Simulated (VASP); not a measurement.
## LiF: single point with PBE

The system is LiF.

```
CELL_PARAMETERS angstrom
0.02681 2.14461 2.14461
2.14461 0.02681 2.14461
2.17142 2.17142 0.00000
ATOMIC_POSITIONS crystal
Li 0.00243 0.00243 0.99757
F 0.24757 0.24757 0.25243
```

This cell differs from its parent crystal: shear xy strain +2.5%.

```yaml
Program: VASP 6.6.1
Task: single point
Functional: PBE
Potentials_or_basis: VASP PAW PBE potentials, release 64 (Li_sv, F)
Cutoff: 520 eV
k_mesh: 6 × 6 × 6
Occupations: gaussian, width 0.01 eV
Spin: no spin polarisation
Dipole_correction: no
Further_INCAR_settings: ALGO = Normal; EDIFF = 1e-06; NBANDS = 12
```

```yaml
Band_gap_on_the_k_mesh: 7.87 eV, direct
```

Levels at points of the mesh, in eV from the valence-band top:
```
           k point  band 1  band 2  band 3  band 4  band 5  band 6  band 7  band 8  band 9  band 10
(0.00, 0.00, 0.00)  -40.39  -19.39   -0.09   -0.05    0.00    7.87   19.18   19.45   19.72    27.91
(0.50, 0.00, 0.00)  -40.35  -19.19   -2.05   -0.36   -0.32   11.97   14.98   18.90   19.00    26.26
(0.50, 0.50, 0.00)  -40.34  -19.15   -1.46   -0.94   -0.77   10.55   15.94   19.25   19.71    21.62
(0.00, 0.00, 0.50)  -40.35  -19.22   -2.04   -0.30   -0.26   11.85   14.88   19.18   19.28    26.29
(0.50, 0.00, 0.50)  -40.34  -19.15   -1.46   -0.85   -0.85   10.55   15.93   19.48   19.48    21.63
```

Run time: 21 s on 1 thread of AMD EPYC 7R13, on a shared host, peak memory 0.1 GiB.

Caveat: the k points lie up to 0.43 Å⁻¹ apart; the cell differs from its parent crystal (shear xy strain +2.5%).
